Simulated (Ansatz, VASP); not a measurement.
## BP in VASP and in Ansatz

The input INCAR:

```
ALGO     = Normal         # electronic algorithm
EDIFF    = 1E-6           # SCF threshold, eV
ENCUT    = 520            # plane-wave cutoff, eV
GGA      = PE             # functional
ISIF     = 2              # what is computed and relaxed
ISMEAR   = -1             # smearing method
LASPH    = True           # aspherical terms in the spheres
LCHARG   = False          # write CHGCAR
LREAL    = False          # projectors in reciprocal space
LWAVE    = False          # write WAVECAR
NBANDS   = 11             # bands
NELM     = 100            # most SCF steps
PREC     = Accurate       # precision mode
SIGMA    = 0.05           # smearing width, eV
```

KPOINTS

```
k-points
0
Gamma
  15 15 15
```

POSCAR

```
BP
1.0
    0.0000000000      2.2690000000      2.2916900000
    2.2690000000      0.0000000000      2.2916900000
    2.2690000000      2.2690000000      0.0000000000
B P
1 1
Direct
    0.0000000000      0.0000000000      0.0000000000
    0.7500000000      0.7500000000      0.7500000000
```

Input for Ansatz:

```yaml
crystal:
  lattice:
    - [0.0, 2.269, 2.29169]
    - [2.269, 0.0, 2.29169]
    - [2.269, 2.269, 0.0]
  atoms:
    - { symbol: B, position: [0.0, 0.0, 0.0] }
    - { symbol: P, position: [0.75, 0.75, 0.75] }
kpoints:
  mp_grid: { grid: [15, 15, 15] }
  band_path:
    path:
      - [0.0, 0.0, 0.0]
      - [0.5, 0.0, 0.5]
      - [0.75, 0.25, 0.5]
      - [0.5, 0.5, 0.5]
      - [0.0, 0.0, 0.0]
      - [0.5, 0.5, 0.0]
      - [0.6274629938, 0.6274629938, 0.2549259876]
      - [0.3725370062, 0.3725370062, 0.7450740124]
      - [0.0, 0.0, 0.0]
    npoints: 5
scf:
  occupations: { method: fermi_dirac, width: 0.05 }
hamiltonian:
  xc: pbe
  pseudopotentials: { kind: all_electron, lapw: { basis_error: 0.001 } }
output:
  forces: true
  stress: true
  eigenvalues: true
```

Change from the starting cell: zz strain of +1 %.

Alike in both runs: task single point; functional PBE; k mesh 15 × 15 × 15; occupations fermi-dirac, width 0.05 eV; no spin polarisation.

```csv
,VASP,Ansatz
version,VASP 6.6.1,Ansatz 0.2.0
potentials or method,"VASP PAW PBE potentials, release 64 (B, P), cutoff 520 eV","all-electron LAPW, scalar-relativistic"
```

|  | VASP | Ansatz | Ansatz less VASP |
| --- | --- | --- | --- |
| pressure (GPa) | -0.7 | -0.5 | +0.19 |
| traceless stress, the component that is largest in VASP (GPa) | -1.79 | -1.79 | +0.001 |

Ansatz ran all-electron here, and VASP with PAW potentials.
